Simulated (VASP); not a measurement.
# NiO (Fm-3m) in VASP: a series of runs

Aim: see how the results for NiO move with the level of theory and the settings. Levels: PBEsol, BLYP+D3(BJ). Tasks: relaxation of cell and atoms, single point.

Program: VASP 6.6.1. These are calculated values, not measurements. Logs are shortened: lines on timing, memory, paths and dates and some standing lists are left out, and cuts for length are marked.

### Step 1. The cell of the first run

It takes space group Fm-3m (No. 225, cubic). The conventional cell has a = 4.172 Å, b = 4.172 Å, c = 4.172 Å, α = 90.00°, β = 90.00°, γ = 90.00°. Within 2.8 Å of Ni (site symmetry m-3m) lie 6 O at 2.09 Å. Within 2.8 Å of O (site symmetry m-3m) lie 6 Ni at 2.09 Å.

### Step 2. Relaxation of cell and atoms, PBEsol, collinear spin, ferromagnetic start

File INCAR:

```
PREC = Accurate
ENCUT = 600
EDIFF = 1E-6
ISMEAR = -1
SIGMA = 0.05
LREAL = F
LASPH = T
NELM = 150
ALGO = Normal
ISIF = 3
LWAVE = F
LCHARG = F
ISPIN = 2
MAGMOM = 1 0
LORBIT = 11
LMAXMIX = 4
GGA = PS
IBRION = 2
NSW = 80
EDIFFG = -0.005
```

File KPOINTS:

```
regular mesh
0
Gamma
  11 11 11
```

File POSCAR:

```
NiO
1.0
    0.0000000000      2.0859016414      2.0859016414
    2.0859016414      0.0000000000      2.0859016414
    2.0859016414      2.0859016414      0.0000000000
Ni O
1 1
Direct
    0.0000000000      0.0000000000      0.0000000000
    0.5000000000      0.5000000000      0.5000000000
```

Potentials or basis: VASP PAW PBE potentials, release 64 (Ni, O).

Command:

```
> cat potpaw_PBE.64/Ni/POTCAR potpaw_PBE.64/O/POTCAR > POTCAR
> mpirun -np 1 vasp_std > vasp.out
```

OUTCAR:

```text
PREC = Accurate
   ENCUT = 600
   EDIFF = 1E-6
   ISMEAR = -1
   LREAL = F
   LASPH = T
   NELM = 150
   ISIF = 3
   ISPIN = 2
   LORBIT = 11
   GGA = PS
   IBRION = 2
   NSW = 80
   EDIFFG = -0.005

 ion  position               nearest neighbor table
   1  0.000  0.000  0.000-   2 2.09   2 2.09   2 2.09   2 2.09   2 2.09   2 2.09
   2  0.500  0.500  0.500-   1 2.09   1 2.09   1 2.09   1 2.09   1 2.09   1 2.09

  LATTYP: Found a face centered cubic cell.
 ALAT       =     4.1718032828

  Lattice vectors:

 A1 = (   0.0000000000,   2.0859016414,   2.0859016414)
 A2 = (   2.0859016414,   0.0000000000,   2.0859016414)
 A3 = (   2.0859016414,   2.0859016414,   0.0000000000)

Analysis of symmetry for initial positions (statically):
=====================================================================
 Subroutine PRICEL returns:
 Original cell was already a primitive cell.

 Routine SETGRP: Setting up the symmetry group for a
 face centered cubic supercell.

 Subroutine GETGRP returns: Found 48 space group operations
 (whereof 48 operations were pure point group operations)
 out of a pool of 48 trial point group operations.

The static configuration has the point symmetry O_h .

Analysis of symmetry for dynamics (positions and initial velocities):
=====================================================================
 Subroutine PRICEL returns:
 Original cell was already a primitive cell.

 Routine SETGRP: Setting up the symmetry group for a
 face centered cubic supercell.

 Subroutine GETGRP returns: Found 48 space group operations
 (whereof 48 operations were pure point group operations)
 out of a pool of 48 trial point group operations.

The dynamic configuration has the point symmetry O_h .

Analysis of structural, dynamic, and magnetic symmetry:
=====================================================================
 Subroutine PRICEL returns:
 Original cell was already a primitive cell.

 Routine SETGRP: Setting up the symmetry group for a
 face centered cubic supercell.

 Subroutine GETGRP returns: Found 48 space group operations
 (whereof 48 operations were pure point group operations)
 out of a pool of 48 trial point group operations.

The overall configuration has the point symmetry O_h .

 Subroutine INISYM returns: Found 48 space group operations
 (whereof 48 operations are pure point group operations),
 and found     1 'primitive' translations

----------------------------------------------------------------------------------------

                                     Primitive cell

  volume of cell :      18.1515

  direct lattice vectors                    reciprocal lattice vectors
     0.000000000  2.085901641  2.085901641    -0.239704495  0.239704495  0.239704495
[... 120 lines left out ...]
  volume of cell :       18.15
 maximum number of plane-waves:       620
   NGX = 11   NGY = 11   NGZ = 11

--------------------------------------- Ionic step        1  -------------------------------------------

 number of electron      16.0000001 magnetization       1.3435850

 Free energy of the ion-electron system (eV)
  ---------------------------------------------------
  ext. energy  EPLUGINS =         0.00000000
  ---------------------------------------------------
  free energy    TOTEN  =       -12.38820839 eV

  energy without entropy =      -12.37499077  energy(sigma->0) =      -12.38159958

------------------------ aborting loop because EDIFF is reached ----------------------------------------

  FORCE on cell =-STRESS in cart. coord.  units (eV):
  Direction    XX          YY          ZZ          XY          YZ          ZX
  --------------------------------------------------------------------------------------
  -------------------------------------------------------------------------------------
  Total       -0.8858193     -0.8858193     -0.8858193      0.0000000      0.0000000      0.0000000
  in kB      -78.1887448    -78.1887448    -78.1887448      0.0000000      0.0000000      0.0000000
  external PRESSURE =     -78.1887448 kB  Pullay stress =       0.0000000 kB
[... 59 lines left out ...]
--------------------------------------- Ionic step        3  -------------------------------------------

 number of electron      15.9999988 magnetization       1.2390533

 Free energy of the ion-electron system (eV)
  ---------------------------------------------------
  ext. energy  EPLUGINS =         0.00000000
  ---------------------------------------------------
  free energy    TOTEN  =       -12.40682139 eV

  energy without entropy =      -12.39336184  energy(sigma->0) =      -12.40009162

 E-fermi :   8.4315     XC(G=0): -13.2063

 val. band max:        8.3947597941   @ k =   0.3636   0.1818   0.0909
 cond. band min:       8.4320939787   @ k =  -0.4545   0.3636   0.0909
 fundamental gap:      0.0373341846
 Fermi energy:         8.4315478205

 spin component 1

 k-point     1 :       0.0000    0.0000    0.0000
  band No.  band energies     occupation
      1     -12.4408      1.00000
      2       5.0960      1.00000
      3       5.0960      1.00000
      4       5.0960      1.00000
      5       5.7141      1.00000
      6       5.7142      1.00000
      7       5.9210      1.00000
      8       5.9210      1.00000
      9       5.9210      1.00000
     10      10.1114      0.00000
     11      26.1526      0.00000
     12      27.5646      0.00000
     13      27.5646      0.00000
[... 356 lines left out ...]
      2       1.4212      1.00000
      3       2.7671      1.00000
      4       3.2629      1.00000
      5       6.2990      1.00000
      6       6.3046      1.00000
      7       6.9450      1.00000
      8       7.0594      1.00000
      9       8.6405      0.01507
     10      13.8107      0.00000
     11      20.6648      0.00000
     12      21.8706      0.00000
     13      25.1375      0.00000

 [... further k-points ...]

 spin component 2

 k-point     1 :       0.0000    0.0000    0.0000
  band No.  band energies     occupation
      1     -12.1504      1.00000
      2       5.4392      1.00000
      3       5.4392      1.00000
      4       5.4392      1.00000
      5       6.5647      1.00000
      6       6.5647      1.00000
      7       6.5647      1.00000
      8       7.3741      1.00000
      9       7.3741      1.00000
     10      10.3617      0.00000
     11      26.1291      0.00000
     12      27.7547      0.00000
     13      27.7547      0.00000
[... 397 lines left out ...]
  FREE ENERGIE OF THE ION-ELECTRON SYSTEM (eV)
  ---------------------------------------------------
  free  energy   TOTEN  =       -12.4068213908 eV

  energy  without entropy=      -12.3933618438  energy(sigma->0) =      -12.40009162

 reached required accuracy - stopping structural energy minimisation

 total charge

# of ion       s       p       d       tot
------------------------------------------
    1        0.349   0.440   8.331   9.119
    2        1.554   3.395   0.000   4.950
--------------------------------------------------
tot          1.903   3.835   8.331  14.069

 magnetization (x)

# of ion       s       p       d       tot
------------------------------------------
    1        0.010   0.014   1.011   1.035
    2        0.024   0.149   0.000   0.173
--------------------------------------------------
tot          0.034   0.163   1.011   1.208
```

OSZICAR:

```text
N       E                     dE             d eps       ncg     rms          rms(c)
DAV:   1     0.950961613531E+02    0.95096E+02   -0.85102E+03  2952   0.170E+03
DAV:   2    -0.805385569733E+01   -0.10315E+03   -0.91191E+02  3127   0.309E+02
[... 31 lines left out ...]
DAV:   4    -0.124072716645E+02    0.33487E-02   -0.85279E-03  4160   0.205E+00    0.224E-01
DAV:   5    -0.124067774077E+02    0.49426E-03   -0.10147E-03  3551   0.414E-01    0.180E-01
DAV:   6    -0.124067787673E+02   -0.13596E-05   -0.10296E-04  3147   0.196E-01    0.919E-02
DAV:   7    -0.124068231621E+02   -0.44395E-04   -0.18583E-04  3437   0.245E-01    0.450E-02
DAV:   8    -0.124068219472E+02    0.12149E-05   -0.47469E-05  3537   0.116E-01    0.119E-02
DAV:   9    -0.124068213908E+02    0.55637E-06   -0.21780E-06  2844   0.223E-02
   3 F= -.12406821E+02 E0= -.12400092E+02  d E =-.186130E-01  mag=     1.2374
```

CONTCAR:

```text
NiO
   1.00000000000000
     0.0000000000000000    2.0574727302209306    2.0574727302209306
     2.0574727302209306    0.0000000000000000    2.0574727302209306
     2.0574727302209306    2.0574727302209306    0.0000000000000000
  Ni              O
     1     1
Direct
     0.0000000000000000    0.0000000000000000    0.0000000000000000
     0.5000000000000000    0.5000000000000000    0.5000000000000000

  0.00000000E+00  0.00000000E+00  0.00000000E+00
  0.00000000E+00  0.00000000E+00  0.00000000E+00
```

It took 45 s on 1 thread of Intel Xeon Platinum 8488C (Sapphire Rapids), shared host; peak memory 0.17 GiB.

What came out:

| Item | Value |
| --- | --- |
| Free energy | -12.4068 eV |
| Relaxed volume | 8.71 Å³/atom |
| Relaxed cell | a = 2.910 Å, b = 2.910 Å, c = 2.910 Å, α = 60.00°, β = 60.00°, γ = 60.00° |
| Space group after relaxing (to 0.1 Å) | Fm-3m (No. 225) |
| Energy gained by relaxing | 9.3 meV/atom |
| Ionic steps | 3 |
| Pressure after relaxing | 0.1 GPa |
| Net moment | 1.24 μB per cell |
| Site moments | Ni +1.03; O +0.17 μB |
| Valence electrons inside the program's atomic spheres | Ni 9.12; O 4.95 |

Step by step:
```
step  energy change (eV)  largest force (eV/Å)  pressure (GPa)  volume (Å³)
   1              0.0000                0.0000           -7.82        18.15
   2             -0.0121                0.0000            5.21        17.01
   3             -0.0186                0.0000            0.08        17.42
```

Final structure:
```cif
data_structure
_symmetry_space_group_name_H-M 'P 1'
_symmetry_Int_Tables_number 1
_cell_length_a 2.9097
_cell_length_b 2.9097
_cell_length_c 2.9097
_cell_angle_alpha 60.000
_cell_angle_beta 60.000
_cell_angle_gamma 60.000
_cell_volume 17.42
loop_
_atom_site_label
_atom_site_type_symbol
_atom_site_fract_x
_atom_site_fract_y
_atom_site_fract_z
_atom_site_occupancy
Ni1 Ni 0.00000 0.00000 0.00000 1
O1 O 0.50000 0.50000 0.50000 1
```

Caveat: the PAW data sets were made with another functional, which shifts forces and pressure a little; a cell with one magnetic atom can't hold antiferromagnetic order, which such compounds often take; semilocal functionals often make such compounds metallic where correlation or magnetic order opens a gap, which also shifts bond lengths. With open d or f shells a metallic result of PBEsol can be an artefact of self-interaction; +U or a hybrid may open a gap.

### Step 3. Single point, BLYP+D3(BJ), collinear spin, ferromagnetic start

File INCAR:

```
SYSTEM = NiO
PREC = Accurate
ENCUT = 700
EDIFF = 1E-6
ISMEAR = -1
SIGMA = 0.05
LREAL = .FALSE.
LASPH = .TRUE.
NELM = 200
ALGO = Normal
ISIF = 2
LWAVE = .FALSE.
LCHARG = .FALSE.
ISPIN = 2
MAGMOM = 1 0
LORBIT = 11
LMAXMIX = 4
GGA = B5
ALDAX = 1.0
AGGAX = 1.0
AGGAC = 1.0
ALDAC = 0.0
IVDW = 12
VDW_S6 = 1.0
VDW_S8 = 2.6996
VDW_A1 = 0.4298
VDW_A2 = 4.2359
NBANDS = 23
GGA_COMPAT = .FALSE.
```

File KPOINTS:

```
regular mesh
0
G
  11 11 11
  0 0 0
```

POSCAR is that of step 2.

Potentials or basis: VASP PAW PBE potentials, release 64 (Ni_sv_GW, O).

Command:

```
> cat potpaw_PBE.64/Ni_sv_GW/POTCAR potpaw_PBE.64/O/POTCAR > POTCAR
> mpirun -np 1 vasp_std > vasp.out
```

OUTCAR:

```text
SYSTEM = NiO
   PREC = Accurate
   ENCUT = 700
   EDIFF = 1E-6
   ISMEAR = -1
   LREAL = .FALSE.
   LASPH = .TRUE.
   NELM = 200
   ISIF = 2
   ISPIN = 2
   LORBIT = 11
   GGA = B5
   IVDW = 12
 IVDW          = 12

 ion  position               nearest neighbor table
   1  0.000  0.000  0.000-   2 2.09   2 2.09   2 2.09   2 2.09   2 2.09   2 2.09
   2  0.500  0.500  0.500-   1 2.09   1 2.09   1 2.09   1 2.09   1 2.09   1 2.09

  LATTYP: Found a face centered cubic cell.
 ALAT       =     4.1718032828

  Lattice vectors:

 A1 = (   0.0000000000,   2.0859016414,   2.0859016414)
 A2 = (   2.0859016414,   0.0000000000,   2.0859016414)
 A3 = (   2.0859016414,   2.0859016414,   0.0000000000)

Analysis of symmetry for initial positions (statically):
=====================================================================
 Subroutine PRICEL returns:
 Original cell was already a primitive cell.

 Routine SETGRP: Setting up the symmetry group for a
 face centered cubic supercell.

 Subroutine GETGRP returns: Found 48 space group operations
 (whereof 48 operations were pure point group operations)
 out of a pool of 48 trial point group operations.

The static configuration has the point symmetry O_h .

Analysis of symmetry for dynamics (positions and initial velocities):
=====================================================================
 Subroutine PRICEL returns:
 Original cell was already a primitive cell.

 Routine SETGRP: Setting up the symmetry group for a
 face centered cubic supercell.

 Subroutine GETGRP returns: Found 48 space group operations
 (whereof 48 operations were pure point group operations)
 out of a pool of 48 trial point group operations.

The dynamic configuration has the point symmetry O_h .

Analysis of structural, dynamic, and magnetic symmetry:
=====================================================================
[... 152 lines left out ...]
  ext. energy  EPLUGINS =         0.00000000
  ---------------------------------------------------
  free energy    TOTEN  =       -11.56600955 eV

  energy without entropy =      -11.55440358  energy(sigma->0) =      -11.56020656

 E-fermi :   7.4061     XC(G=0): -12.5096

 val. band max:        7.4009450542   @ k =  -0.4545   0.1818   0.0909
 cond. band min:       7.4100264360   @ k =  -0.1818   0.1818   0.0000
 fundamental gap:      0.0090813818
 Fermi energy:         7.4060596007

 spin component 1

 k-point     1 :       0.0000    0.0000    0.0000
  band No.  band energies     occupation
      1     -96.4955      1.00000
      2     -57.1369      1.00000
      3     -57.1369      1.00000
      4     -57.1369      1.00000
      5     -12.9332      1.00000
      6       4.3286      1.00000
[... 613 lines left out ...]
     22      38.4585      0.00000
     23      39.5938      0.00000

 [... further k-points ...]

 spin component 2

 k-point     1 :       0.0000    0.0000    0.0000
  band No.  band energies     occupation
      1     -94.7612      1.00000
      2     -55.4559      1.00000
      3     -55.4559      1.00000
      4     -55.4559      1.00000
      5     -12.5255      1.00000
      6       4.7999      1.00000
[... 613 lines left out ...]
     22      38.8019      0.00000
     23      39.7036      0.00000

 [... further k-points ...]

------------------------ aborting loop because EDIFF is reached ----------------------------------------

 Edisp (eV)   -1.14306

 E8    (eV) :    -0.7864

  FORCE on cell =-STRESS in cart. coord.  units (eV):
  Direction    XX          YY          ZZ          XY          YZ          ZX
  --------------------------------------------------------------------------------------
  -------------------------------------------------------------------------------------
  Total       0.73281     0.73281     0.73281     0.00000     0.00000     0.00000
  in kB      64.68306    64.68306    64.68306     0.00000     0.00000     0.00000
  external pressure =       64.68 kB  Pullay stress =        0.00 kB

 VOLUME and BASIS-vectors are now :
 -----------------------------------------------------------------------------
  energy-cutoff  :      700.00
  volume of cell :       18.15
      direct lattice vectors                 reciprocal lattice vectors
     0.000000000  2.085901641  2.085901641    -0.239704495  0.239704495  0.239704495
     2.085901641  0.000000000  2.085901641     0.239704495 -0.239704495  0.239704495
     2.085901641  2.085901641  0.000000000     0.239704495  0.239704495 -0.239704495

 POSITION                                       TOTAL-FORCE (eV/Angst)
 -----------------------------------------------------------------------------------
      0.00000      0.00000      0.00000        -0.000000      0.000000     -0.000000
      2.08590      2.08590      2.08590         0.000000     -0.000000      0.000000
 -----------------------------------------------------------------------------------
    total drift:                                0.000000      0.000000      0.000000

  FREE ENERGIE OF THE ION-ELECTRON SYSTEM (eV)
  ---------------------------------------------------
  free  energy   TOTEN  =       -12.7090742045 eV

  energy  without entropy=      -12.6974682293  energy(sigma->0) =      -12.70327122

 total charge

# of ion       s       p       d       f       tot
--------------------------------------------------
    1        2.151   6.214   7.815   0.010  16.190
    2        1.546   3.451   0.000   0.000   4.997
--------------------------------------------------
tot          3.697   9.665   7.815   0.010  21.187

 magnetization (x)

# of ion       s       p       d       f       tot
--------------------------------------------------
    1        0.008   0.011   1.360   0.001   1.380
    2        0.028   0.224   0.000   0.000   0.252
--------------------------------------------------
tot          0.036   0.235   1.360   0.001   1.632
```

OSZICAR:

```text
N       E                     dE             d eps       ncg     rms          rms(c)
DAV:   1     0.261811143272E+03    0.26181E+03   -0.14693E+04  7818   0.410E+03
DAV:   2    -0.400536713548E+01   -0.26582E+03   -0.25355E+03  8317   0.930E+02
DAV:   3    -0.169344744871E+02   -0.12929E+02   -0.12868E+02  7919   0.216E+02
DAV:   4    -0.171493331534E+02   -0.21486E+00   -0.21483E+00  7296   0.145E+01
DAV:   5    -0.171554105050E+02   -0.60774E-02   -0.60772E-02  6697   0.232E+00    0.186E+01
DAV:   6    -0.161754630925E+02    0.97995E+00   -0.52415E+01  8787   0.358E+02    0.245E+01
DAV:   7    -0.116734652740E+02    0.45020E+01   -0.29723E+01  7086   0.332E+02    0.477E+00
DAV:   8    -0.116106336356E+02    0.62832E-01   -0.85399E-01  8626   0.199E+01    0.342E+00
DAV:   9    -0.115582447404E+02    0.52389E-01   -0.12506E-01  9362   0.192E+01    0.124E+00
DAV:  10    -0.115653193286E+02   -0.70746E-02   -0.56453E-02  9422   0.134E+01    0.344E-01
DAV:  11    -0.115658807117E+02   -0.56138E-03   -0.37037E-03  8844   0.166E+00    0.407E-01
DAV:  12    -0.115658885778E+02   -0.78661E-05   -0.18752E-03  9038   0.305E+00    0.133E-01
DAV:  13    -0.115659488976E+02   -0.60320E-04   -0.45004E-04  8858   0.911E-01    0.639E-02
DAV:  14    -0.115659705329E+02   -0.21635E-04   -0.21271E-05  8762   0.224E-01    0.460E-02
DAV:  15    -0.115660042110E+02   -0.33678E-04   -0.49303E-05  8354   0.266E-01    0.199E-02
DAV:  16    -0.115660076122E+02   -0.34012E-05   -0.30616E-06  5979   0.678E-02    0.144E-02
DAV:  17    -0.115660092224E+02   -0.16102E-05   -0.24251E-06  3993   0.118E-01    0.595E-03
DAV:  18    -0.115660095522E+02   -0.32977E-06   -0.15770E-06  4081   0.880E-02
   1 F= -.12709074E+02 E0= -.12703271E+02  d E =-.116060E-01  mag=     1.6701
```

Wall time 2.4 min (1 thread of Intel Xeon Platinum 8259CL at 2.50GHz (Skylake/Cascade Lake), shared host); peak memory 0.23 GiB.

What came out:

- Free energy: -12.7091 eV
- Pressure: 6.5 GPa
- Net moment: 1.67 μB per cell
- Site moments: Ni +1.38; O +0.25 μB
- Valence electrons inside the program's atomic spheres: Ni 16.19; O 5.00
- Dispersion energy per atom: -0.572 eV

Caveat: the cell stands under pressure; the PAW data sets were made with another functional, which shifts forces and pressure a little; a cell with one magnetic atom can't hold antiferromagnetic order, which such compounds often take; semilocal functionals often make such compounds metallic where correlation or magnetic order opens a gap, which also shifts bond lengths.
